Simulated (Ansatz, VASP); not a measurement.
# CdSe: VASP beside Ansatz

```
Cd Se
1.0
     4.33928    0.00000    0.00000
    -2.16964    3.75793    0.00000
     0.00000    0.00000   14.15870
Cd Se
4 4
Direct
  0.00000 0.00000 0.99980
  0.33333 0.66667 0.24996
  0.00000 0.00000 0.49980
  0.66667 0.33333 0.74996
  0.00000 0.00000 0.18750
  0.33333 0.66667 0.43774
  0.00000 0.00000 0.68750
  0.66667 0.33333 0.93774
```

Alike in both runs: task single point; functional r2SCAN; k mesh 6 × 6 × 2; no spin polarisation.

|  | VASP | Ansatz |
| --- | --- | --- |
| version | VASP 6.6.1 | Ansatz 0.2.0 |
| potentials or method | VASP PAW PBE potentials, release 64 (Cd, Se) | plane waves, PAW |
| plane-wave cutoff (eV) | 520 | 500 |
| occupations | gaussian, width 0.01 eV | fixed |
| valence electrons in the cell | 72 | 144 |

Ansatz gave:

```
gap on the k mesh at the Fermi level (eV) : 1.07
pressure (GPa)                            : 0.0
```

Task: Estimate VASP's values.

Result: gap on the k mesh at the Fermi level (eV): 1.06; pressure (GPa): 0.2.

VASP's potentials were made for PBE, not for r2SCAN. VASP's potentials hold 72 valence electrons a cell and Ansatz's 144, so a difference there can come from the potentials and not from the codes.
